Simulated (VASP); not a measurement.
# SiO2 (Im-3m) in VASP: a series of runs

SiO2 is run at these levels: LDA; tasks: single point.

Everything below comes from runs of VASP 6.6.1. Logs are shortened: lines on timing, memory, paths and dates and some standing lists are left out, and cuts for length are marked.

## (1) The cell of the first run

The structure is cubic, space group Im-3m (No. 229). Conventional cell: a = 8.539 Å, b = 8.539 Å, c = 8.539 Å, α = 90.00°, β = 90.00°, γ = 90.00°. Within 2.1 Å of Si (site symmetry -4m2) lie 4 O at 1.55 Å. Within 2.1 Å of O (site symmetry mm2) lie 2 Si at 1.55 Å.

## (2) Single point, LDA (17.30 Å³/atom)

INCAR

```
  PREC = Accurate
  ENCUT = 520
  EDIFF = 1E-6
  ISMEAR = 0
  SIGMA = 0.02
  LREAL = Auto
  LASPH = True
  NELM = 80
  ALGO = Normal
  ISIF = 2
  LWAVE = False
  LCHARG = False
  GGA = CA
  NBANDS = 63
```

KPOINTS

```
Automatic mesh
0
Gamma
  4 4 4
```

POSCAR

```
SiO2
1.0
   -4.2697403481      4.2697403481      4.2697403481
    4.2697403481     -4.2697403481      4.2697403481
    4.2697403481      4.2697403481     -4.2697403481
Si O
6 12
Direct
    0.5000000000      0.2500000000      0.7500000000
    0.5000000000      0.7500000000      0.2500000000
    0.2500000000      0.7500000000      0.5000000000
    0.7500000000      0.2500000000      0.5000000000
    0.2500000000      0.5000000000      0.7500000000
    0.7500000000      0.5000000000      0.2500000000
    0.3445459770      0.0000000000      0.6554540230
    0.6554540230      0.6554540230      0.3109080461
    0.3445459770      0.6554540230      0.0000000000
    0.3445459770      0.6890919539      0.3445459770
    0.6554540230      0.3109080461      0.6554540230
    0.0000000000      0.3445459770      0.6554540230
    0.6890919539      0.3445459770      0.3445459770
    0.6554540230      0.3445459770      0.0000000000
    0.0000000000      0.6554540230      0.3445459770
    0.3109080461      0.6554540230      0.6554540230
    0.3445459770      0.3445459770      0.6890919539
    0.6554540230      0.0000000000      0.3445459770
```

Potentials or basis: VASP PAW LDA potentials, release 64 (Si, O).

Command:

```console
$ cat potpaw_LDA.64/Si/POTCAR potpaw_LDA.64/O/POTCAR > POTCAR
$ mpirun -np 1 vasp_std > vasp.out
```

OUTCAR:

```text
PREC = Accurate
   ENCUT = 520
   EDIFF = 1E-6
   ISMEAR = 0
   LREAL = Auto
   LASPH = True
   NELM = 80
   ISIF = 2
   GGA = CA

 ion  position               nearest neighbor table
   1  0.500  0.250  0.750-   7 1.55  14 1.55  11 1.55  17 1.55   3 3.02   6 3.02   4 3.02   5 3.02

   2  0.500  0.750  0.250-   9 1.55  18 1.55  10 1.55   8 1.55   4 3.02   3 3.02   6 3.02   5 3.02

   3  0.250  0.750  0.500-   7 1.55  15 1.55  10 1.55  16 1.55   1 3.02   6 3.02   5 3.02   2 3.02

   4  0.750  0.250  0.500-  12 1.55  18 1.55  13 1.55  11 1.55   5 3.02   2 3.02   6 3.02   1 3.02

   5  0.250  0.500  0.750-   9 1.55  12 1.55  16 1.55  17 1.55   4 3.02   3 3.02   1 3.02   2 3.02

   6  0.750  0.500  0.250-  14 1.55  15 1.55   8 1.55  13 1.55   3 3.02   2 3.02   4 3.02   1 3.02

   7  0.345  0.000  0.655-   1 1.55   3 1.55
   8  0.655  0.655  0.311-   2 1.55   6 1.55
   9  0.345  0.655  0.000-   2 1.55   5 1.55
  10  0.345  0.689  0.345-   2 1.55   3 1.55
  11  0.655  0.311  0.655-   1 1.55   4 1.55
  12  0.000  0.345  0.655-   4 1.55   5 1.55
  13  0.689  0.345  0.345-   4 1.55   6 1.55
  14  0.655  0.345  0.000-   1 1.55   6 1.55
  15  0.000  0.655  0.345-   3 1.55   6 1.55
  16  0.311  0.655  0.655-   3 1.55   5 1.55
  17  0.345  0.345  0.689-   1 1.55   5 1.55
  18  0.655  0.000  0.345-   2 1.55   4 1.55

  LATTYP: Found a body centered cubic cell.
 ALAT       =     8.5394806962

  Lattice vectors:

 A1 = (  -4.2697403481,   4.2697403481,   4.2697403481)
 A2 = (   4.2697403481,  -4.2697403481,   4.2697403481)
 A3 = (   4.2697403481,   4.2697403481,  -4.2697403481)

Analysis of symmetry for initial positions (statically):
=====================================================================
 Subroutine PRICEL returns:
 Original cell was already a primitive cell.

 Routine SETGRP: Setting up the symmetry group for a
 body centered cubic supercell.

 Subroutine GETGRP returns: Found 48 space group operations
 (whereof 48 operations were pure point group operations)
 out of a pool of 48 trial point group operations.

The static configuration has the point symmetry O_h .

Analysis of symmetry for dynamics (positions and initial velocities):
=====================================================================
 Subroutine PRICEL returns:
 Original cell was already a primitive cell.

 Routine SETGRP: Setting up the symmetry group for a
 body centered cubic supercell.

 Subroutine GETGRP returns: Found 48 space group operations
 (whereof 48 operations were pure point group operations)
 out of a pool of 48 trial point group operations.

The dynamic configuration has the point symmetry O_h .

 Subroutine INISYM returns: Found 48 space group operations
 (whereof 48 operations are pure point group operations),
 and found     1 'primitive' translations

----------------------------------------------------------------------------------------

                                     Primitive cell

  volume of cell :     311.3611

  direct lattice vectors                    reciprocal lattice vectors
    -4.269740348  4.269740348  4.269740348     0.000000000  0.117103140  0.117103140
     4.269740348 -4.269740348  4.269740348     0.117103140  0.000000000  0.117103140
     4.269740348  4.269740348 -4.269740348     0.117103140  0.117103140  0.000000000

  length of vectors
     7.395407218  7.395407218  7.395407218     0.165608848  0.165608848  0.165608848

  position of ions in fractional coordinates (direct lattice)
     0.500000000  0.250000000  0.750000000
     0.500000000  0.750000000  0.250000000
     0.250000000  0.750000000  0.500000000
     0.750000000  0.250000000  0.500000000
     0.250000000  0.500000000  0.750000000
     0.750000000  0.500000000  0.250000000
[... 10 lines left out ...]
     0.344545977  0.344545977  0.689091954
     0.655454023  0.000000000  0.344545977

  ion indices of the primitive-cell ions
   primitive index   ion index
                 1           1
                 2           2
                 3           3
                 4           4
                 5           5
                 6           6
[... 10 lines left out ...]
                17          17
                18          18

----------------------------------------------------------------------------------------

 KPOINTS: Automatic mesh

Automatic generation of k-mesh.
 Grid dimensions read from file:
 generate k-points for:    4    4    4

 Generating k-lattice:

  Cartesian coordinates                     Fractional coordinates (reciprocal lattice)
     0.000000000  0.029275785  0.029275785     0.250000000  0.000000000  0.000000000
     0.029275785  0.000000000  0.029275785     0.000000000  0.250000000  0.000000000
     0.029275785  0.029275785  0.000000000     0.000000000  0.000000000  0.250000000

  Length of vectors
     0.041402212  0.041402212  0.041402212

  Shift w.r.t. Gamma in fractional coordinates (k-lattice)
     0.000000000  0.000000000  0.000000000

 Subroutine IBZKPT returns following result:
 ===========================================

 Found      8 irreducible k-points:

 Following reciprocal coordinates:
            Coordinates               Weight
  0.000000  0.000000  0.000000      1.000000
  0.250000  0.000000  0.000000     12.000000
  0.500000  0.000000  0.000000      6.000000
  0.250000  0.250000  0.000000     24.000000
  0.250000  0.250000  0.250000      2.000000
 -0.250000  0.250000  0.250000      6.000000
  0.500000  0.500000  0.250000     12.000000
  0.500000  0.500000  0.500000      1.000000
   k-points           NKPTS =      8   k-points in BZ     NKDIM =      8   number of bands    NBANDS=     63
   number of dos      NEDOS =    301   number of ions     NIONS =     18
   total plane-waves  NPLWV = 175616
   dimension x,y,z NGX =    56 NGY =   56 NGZ =   56
   dimension x,y,z NGXF=   112 NGYF=  112 NGZF=  112
   ions per type =               6  12
   NGX,Y,Z   is equivalent  to a cutoff of  12.59, 12.59, 12.59 a.u.
   NGXF,Y,Z  is equivalent  to a cutoff of  25.18, 25.18, 25.18 a.u.
 SYSTEM =  unknown system
   PREC   = accura    normal or accurate (medium, high low for compatibility)
   ISTART =      0    job   : 0-new  1-cont  2-samecut
   ICHARG =      2    charge: 1-file 2-atom 10-const
   ISPIN  =      1    spin polarized calculation?
   LNONCOLLINEAR =      F non collinear calculations
   LSORBIT =      F    spin-orbit coupling
   LASPH  =      T    aspherical Exc in radial PAW
   ENCUT  =  520.0 eV  38.22 Ry    6.18 a.u.  13.75 13.75 13.75*2*pi/ulx,y,z
   NELM   =     80;   NELMIN=  2; NELMDL= -5     # of ELM steps
   EDIFF  = 0.1E-05   stopping-criterion for ELM
   LREAL  =      T    real-space projection
   EDIFFG = 0.1E-04   stopping-criterion for IOM
   NSW    =      0    number of steps for IOM
   IBRION =     -1    ionic relax: 0-MD 1-quasi-New 2-CG
   NFREE  =      0    steps in history (QN), initial steepest desc. (CG)
   ISIF   =      2    stress and relaxation
   ISYM   =      2    0-nonsym 1-usesym 2-fastsym
   POTIM  = 0.5000    time-step for ionic-motion
   TEBEG  =    0.0;   TEEND  =   0.0 temperature during run
   PSTRESS=    0.0 pullay stress
   NELECT =      96.0000    total number of electrons
   NUPDOWN=      -1.0000    fix difference up-down
   EMIN   =  10.00;   EMAX   =-10.00  energy-range for DOS
   EFERMI =   0.00;   METHOD = LEGACY
   ISMEAR =     0;   SIGMA  =   0.02  broadening in eV -4-tet -1-fermi 0-gaus
   EFERMI_NEDOS =   21; number of points for ismear=-14 and -15
   IALGO  =     38    algorithm
   IMIX   =      4    mixing-type and parameters
     AMIX     =   0.40;   BMIX     =  1.00
     AMIX_MAG =   1.60;   BMIX_MAG =  1.00
  volume/ion in A,a.u.               =      17.30       116.73
  Fermi-wavevector in a.u.,A,eV,Ry     =   1.105971  2.089982 16.642266  1.223172
  Thomas-Fermi vector in A             =   2.242466
   LORBIT       =      0    0 simple, 1 ext, 2 COOP (PROOUT), +10 PAW based schemes
   GGA     = CA    functional components
   LHFCALC =     F    Hartree Fock is set to
   AEXX    =    0.0000 exact exchange contribution
   IVDW    =     0    specifies the selected vdW correction
   LEPSILON=     F    determine dielectric tensor
   LRPA    =     F    only Hartree local field effects (RPA)
 non-spin polarized calculation
 Gauss-broadening in eV      SIGMA  =   0.02
  energy-cutoff  :      520.00
  volume of cell :      311.36
 maximum number of plane-waves:      8440
 NGX is ok and might be reduce to    56
   NGX = 27   NGY = 27   NGZ = 27

 number of electron      95.9999973 magnetization

 Free energy of the ion-electron system (eV)
  ---------------------------------------------------
  ext. energy  EPLUGINS =         0.00000000
  ---------------------------------------------------
  free energy    TOTEN  =      -153.28695685 eV

  energy without entropy =     -153.28695685  energy(sigma->0) =     -153.28695685

 E-fermi :  -0.9509     XC(G=0):  -7.5234

 val. band max:       -1.0905707455   @ k =   0.0000   0.0000   0.0000
 cond. band min:       4.1983005391   @ k =   0.0000   0.0000   0.0000
 fundamental gap:      5.2888712846
 Fermi energy:        -0.9508893354

 k-point     1 :       0.0000    0.0000    0.0000
  band No.  band energies     occupation
      1     -21.1962      2.00000
      2     -20.1775      2.00000
      3     -20.1775      2.00000
      4     -20.1775      2.00000
      5     -19.4803      2.00000
      6     -19.4803      2.00000
[... 52 lines left out ...]
     59       8.7042      0.00000
     60       9.1077      0.00000

 k-point     2 :       0.2500    0.0000    0.0000
  band No.  band energies     occupation
      1     -21.1051      2.00000
      2     -20.4232      2.00000
      3     -20.1815      2.00000
      4     -20.1713      2.00000
      5     -19.5067      2.00000
      6     -19.3198      2.00000
[... 367 lines left out ...]
     59       8.7799      0.00000
     60       8.8911      0.00000

 k-point     8 :       0.5000    0.5000    0.5000
  band No.  band energies     occupation
      1     -20.7038      2.00000
      2     -20.7038      2.00000
      3     -20.1937      2.00000
      4     -20.1937      2.00000
      5     -20.1937      2.00000
      6     -18.8714      2.00000
[... 52 lines left out ...]
     59       8.8740      0.00000
     60       8.8740      0.00000
 [bands above 60 left out]

------------------------ aborting loop because EDIFF is reached ----------------------------------------

  FORCE on cell =-STRESS in cart. coord.  units (eV):
  Direction    XX          YY          ZZ          XY          YZ          ZX
  --------------------------------------------------------------------------------------
  -------------------------------------------------------------------------------------
  Total       32.3060740     32.3060740     32.3060740     -0.0000000      0.0000000     -0.0000000
  in kB      166.2380279    166.2380279    166.2380279     -0.0000000      0.0000000     -0.0000000
  external PRESSURE =     166.2380279 kB  Pullay stress =       0.0000000 kB

 VOLUME and BASIS-vectors are now :
 -----------------------------------------------------------------------------
  energy-cutoff  :      520.00
  volume of cell :      311.36
      direct lattice vectors                 reciprocal lattice vectors
    -4.269740348  4.269740348  4.269740348     0.000000000  0.117103140  0.117103140
     4.269740348 -4.269740348  4.269740348     0.117103140  0.000000000  0.117103140
     4.269740348  4.269740348 -4.269740348     0.117103140  0.117103140  0.000000000

 POSITION                                       TOTAL-FORCE (eV/Angst)
 -----------------------------------------------------------------------------------
      2.13487      4.26974      0.00000         0.000000     -0.000000     -0.000000
      2.13487      0.00000      4.26974         0.000000     -0.000000     -0.000000
      4.26974      0.00000      2.13487         0.000000     -0.000000     -0.000000
      0.00000      4.26974      2.13487         0.000000     -0.000000     -0.000000
      4.26974      2.13487      0.00000         0.000000     -0.000000     -0.000000
      0.00000      2.13487      4.26974         0.000000     -0.000000     -0.000000
[... 10 lines left out ...]
      2.94224      2.94224      0.00000         0.000494      0.000494      0.000000
     -1.32750      4.26974      1.32750         0.000494     -0.000000     -0.000494
 -----------------------------------------------------------------------------------
    total drift:                               -0.000000     -0.000000      0.000000

  FREE ENERGIE OF THE ION-ELECTRON SYSTEM (eV)
  ---------------------------------------------------
  free  energy   TOTEN  =      -153.2869568492 eV

  energy  without entropy=     -153.2869568492  energy(sigma->0) =     -153.28695685
```

Run time: 2.2 min. Hardware: 1 thread of Intel Xeon 6975P-C (Granite Rapids), shared host; peak memory 0.36 GiB.

Results:

| Item | Value |
| --- | --- |
| Free energy | -153.2870 eV |
| Pressure | 16.6 GPa |
| Band gap on the k mesh | 5.29 eV |

Levels at points of the mesh, in eV from the valence-band top:
| k point | band 44 | band 45 | band 46 | band 47 | band 48 | band 49 | band 50 | band 51 | band 52 | band 53 |
| --- | --- | --- | --- | --- | --- | --- | --- | --- | --- | --- |
| (0.00, 0.00, 0.00) | -1.06 | -0.94 | -0.94 | -0.94 | 0.00 | 5.29 | 8.34 | 8.34 | 8.34 | 8.77 |
| (0.50, 0.00, 0.00) | -1.02 | -1.01 | -0.90 | -0.46 | -0.43 | 6.56 | 6.71 | 8.26 | 8.27 | 8.51 |
| (0.50, 0.50, 0.50) | -1.03 | -1.03 | -0.48 | -0.48 | -0.48 | 7.28 | 7.28 | 7.40 | 8.03 | 8.03 |

Caveat: the cell stands under pressure.

## (3) Single point, LDA (17.89 Å³/atom)

This run uses another cell than the first one, of 17.89 Å³/atom.

INCAR

```
PREC = Accurate
ENCUT = 520
EDIFF = 1E-6
ISMEAR = 0
SIGMA = 0.02
LREAL = Auto
LASPH = True
NELM = 60
ALGO = Normal
ISIF = 2
LWAVE = False
LCHARG = False
GGA = CA
NBANDS = 63
```

KPOINTS is that of step 2.

POSCAR

```
SiO2
1.0
   -4.3177189746      4.3177189746      4.3177189746
    4.3177189746     -4.3177189746      4.3177189746
    4.3177189746      4.3177189746     -4.3177189746
Si O
6 12
Direct
    0.5000000000      0.2500000000      0.7500000000
    0.5000000000      0.7500000000      0.2500000000
    0.2500000000      0.7500000000      0.5000000000
    0.7500000000      0.2500000000      0.5000000000
    0.2500000000      0.5000000000      0.7500000000
    0.7500000000      0.5000000000      0.2500000000
    0.3470058209      0.0000000000      0.6529941791
    0.6529941791      0.6529941791      0.3059883581
    0.3470058209      0.6529941791      0.0000000000
    0.3470058209      0.6940116419      0.3470058209
    0.6529941791      0.3059883581      0.6529941791
    0.0000000000      0.3470058209      0.6529941791
    0.6940116419      0.3470058209      0.3470058209
    0.6529941791      0.3470058209      0.0000000000
    0.0000000000      0.6529941791      0.3470058209
    0.3059883581      0.6529941791      0.6529941791
    0.3470058209      0.3470058209      0.6940116419
    0.6529941791      0.0000000000      0.3470058209
```

Potentials or basis: VASP PAW LDA potentials, release 64 (Si, O).

Command:

```console
$ cat potpaw_LDA.64/Si/POTCAR potpaw_LDA.64/O/POTCAR > POTCAR
$ mpirun -np 1 vasp_std > vasp.out
```

Wall time 2.2 min (1 thread of Intel Xeon 6975P-C (Granite Rapids), shared host); peak memory 0.37 GiB.

The run converged. Its results:

```
Free energy            : -154.2478 eV
Pressure               : 12.1 GPa
Band gap on the k mesh : 5.41 eV
```

Levels at points of the mesh, in eV from the valence-band top:
```
           k point  band 45  band 46  band 47  band 48  band 49  band 50  band 51  band 52
(0.00, 0.00, 0.00)    -0.87    -0.87    -0.87     0.00     5.41     8.47     8.47     8.47
(0.50, 0.00, 0.00)    -0.86    -0.75    -0.45    -0.34     6.66     6.80     8.38     8.40
(0.50, 0.50, 0.50)    -0.95    -0.37    -0.37    -0.37     7.43     7.43     7.47     8.06
```

Caveat: the cell stands under pressure.

## (4) Single point, LDA (18.48 Å³/atom)

This run uses another cell than the first one, of 18.48 Å³/atom.

INCAR

```
ALGO = Normal
EDIFF = 1E-6
ENCUT = 520
GGA = CA
ISIF = 2
ISMEAR = 0
LASPH = True
LCHARG = True
LELF = True
LREAL = Auto
LVHAR = True
LWAVE = False
NBANDS = 63
NELM = 100
PREC = Accurate
SIGMA = 0.02
```

KPOINTS

```
k-points
0
Gamma
  4 4 4
```

POSCAR

```
SiO2
1.0
   -4.3646543797      4.3646543797      4.3646543797
    4.3646543797     -4.3646543797      4.3646543797
    4.3646543797      4.3646543797     -4.3646543797
Si O
6 12
Direct
    0.5000000000      0.2500000000      0.7500000000
    0.5000000000      0.7500000000      0.2500000000
    0.2500000000      0.7500000000      0.5000000000
    0.7500000000      0.2500000000      0.5000000000
    0.2500000000      0.5000000000      0.7500000000
    0.7500000000      0.5000000000      0.2500000000
    0.3490554509      0.0000000000      0.6509445491
    0.6509445491      0.6509445491      0.3018890983
    0.3490554509      0.6509445491      0.0000000000
    0.3490554509      0.6981109017      0.3490554509
    0.6509445491      0.3018890983      0.6509445491
    0.0000000000      0.3490554509      0.6509445491
    0.6981109017      0.3490554509      0.3490554509
    0.6509445491      0.3490554509      0.0000000000
    0.0000000000      0.6509445491      0.3490554509
    0.3018890983      0.6509445491      0.6509445491
    0.3490554509      0.3490554509      0.6981109017
    0.6509445491      0.0000000000      0.3490554509
```

Command:

```console
$ cat potpaw_LDA.64/Si/POTCAR potpaw_LDA.64/O/POTCAR > POTCAR
$ mpirun -np 1 vasp_std > vasp.out
```

Wall time 2.6 min (1 thread of Intel Xeon 6975P-C (Granite Rapids), shared host); peak memory 0.37 GiB.

It converged, with:

```
Free energy            : -154.9143 eV
Pressure               : 7.8 GPa
Largest force          : 0.004 eV/Å
Band gap on the k mesh : 5.48 eV
```

Forces in eV/Å, atoms in the order of the input:
```
Si   0.000  0.000  0.000
Si   0.000  0.000  0.000
Si   0.000  0.000  0.000
Si   0.000  0.000  0.000
Si   0.000  0.000  0.000
Si   0.000  0.000  0.000
O    0.003  0.000 -0.003
O    0.003  0.003  0.000
O    0.003 -0.003  0.000
O   -0.003  0.000 -0.003
O    0.003  0.000  0.003
O    0.000  0.003 -0.003
O    0.000 -0.003 -0.003
O   -0.003  0.003  0.000
O    0.000 -0.003  0.003
O    0.000  0.003  0.003
O   -0.003 -0.003  0.000
O   -0.003  0.000  0.003
```

Levels at points of the mesh, in eV from the valence-band top:
| k point | band 46 | band 47 | band 48 | band 49 | band 50 | band 51 |
| --- | --- | --- | --- | --- | --- | --- |
| (0.00, 0.00, 0.00) | -0.72 | -0.72 | 0.00 | 5.48 | 8.56 | 8.56 |
| (0.50, 0.00, 0.00) | -0.63 | -0.43 | -0.27 | 6.70 | 6.85 | 8.44 |
| (0.50, 0.50, 0.50) | -0.27 | -0.27 | -0.27 | 7.50 | 7.50 | 7.51 |

Caveat: the cell stands under pressure.

(Continued in part 2 of 2.)
